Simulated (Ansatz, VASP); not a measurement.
## TaN: VASP beside Ansatz

```xyz
2
Lattice="0.0000 2.1950 2.1950 2.1950 0.0000 2.1950 2.1950 2.1950 0.0000" Properties=species:S:1:pos:R:3 pbc="T T T"
Ta    0.0000    0.0000    0.0000
N     2.1950    2.1950    2.1950
```

Alike in both runs: task single point; functional LDA; k mesh 8 × 8 × 8; occupations gaussian, width 0.1 eV; no spin polarisation.

```csv
,VASP,Ansatz
version,VASP 6.6.1,Ansatz 0.2.0
potentials or method,"VASP PAW LDA potentials, release 64 (Ta_pv, N), cutoff 600 eV","scalar-relativistic, plane waves, PAW"
valence electrons in the cell,16,18
```

Ansatz gave:

* gap on the k mesh at the Fermi level (eV): none
* pressure (GPa): -10.1

**Question.** Which values does VASP return?

**Answer.** gap on the k mesh at the Fermi level (eV): none; pressure (GPa): -8.1.

Ansatz warns that its potentials were made for another functional, while VASP's fit it. LDA's correlation is that of Perdew and Zunger in VASP and of Perdew and Wang (1992) in Ansatz. A gap of «none» marks a metal or a gap that the smearing closes. VASP's potentials hold 16 valence electrons a cell and Ansatz's 18, so a difference there can come from the potentials and not from the codes.

Spin-orbit coupling is off throughout.
